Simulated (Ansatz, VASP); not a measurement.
**CdTe in VASP and in Ansatz**

Contents of INCAR:

```
  PREC = Accurate
  ENCUT = 520
  EDIFF = 1E-6
  ISMEAR = 0
  SIGMA = 0.05
  LREAL = False
  LASPH = True
  NELM = 80
  ALGO = Normal
  ISIF = 2
  LWAVE = False
  LCHARG = False
  NBANDS = 16
```

KPOINTS

```
Automatic mesh
0
Gamma
  8 8 8
```

The input POSCAR:

```
CdTe
1.0
    0.0000000000      3.4693145812      3.2013606914
    3.2013606914      0.0000000000      3.2013606914
    3.2013606914      3.4693145812      0.0000000000
Cd Te
1 1
Direct
    0.0000000000      0.0000000000      0.0000000000
    0.7500000000      0.7500000000      0.7500000000
```

Input for Ansatz:

```yaml
crystal:
  lattice:
    - [0.0, 3.4693145812, 3.2013606914]
    - [3.2013606914, 0.0, 3.2013606914]
    - [3.2013606914, 3.4693145812, 0.0]
  atoms:
    - { symbol: Cd, position: [0.0, 0.0, 0.0] }
    - { symbol: Te, position: [0.75, 0.75, 0.75] }
basis:
  ecutwfc: 420
kpoints:
  mp_grid: { grid: [8, 8, 8] }
hamiltonian:
  xc: lda
  pseudopotentials: { kind: paw }
scf:
  occupations: { method: gaussian, width: 0.05 }
output:
  forces: true
  stress: true
  eigenvalues: true
```

Alike in both runs: task single point; functional LDA; k mesh 8 × 8 × 8; occupations gaussian, width 0.05 eV; no spin polarisation.

|  | VASP | Ansatz |
| --- | --- | --- |
| version | VASP 6.6.1 | Ansatz 0.2.0 |
| potentials or method | VASP PAW LDA potentials, release 64 (Cd, Te), cutoff 520 eV | scalar-relativistic, plane waves, PAW |
| valence electrons in the cell | 18 | 36 |

```tsv
	VASP	Ansatz	Ansatz less VASP
gap on the k mesh at the Fermi level (eV)	0.30	0.26	-0.038
least direct gap on the mesh (eV)	0.30	0.26	-0.038
pressure (GPa)	-2.9	-3.1	-0.19
traceless stress, the component that is largest in VASP (GPa)	-1.24	-1.24	-0.008
```

LDA's correlation is that of Perdew and Zunger in VASP and of Perdew and Wang (1992) in Ansatz. VASP's potentials hold 18 valence electrons a cell and Ansatz's 36, so a difference there can come from the potentials and not from the codes.

Neither program's run includes spin-orbit coupling.
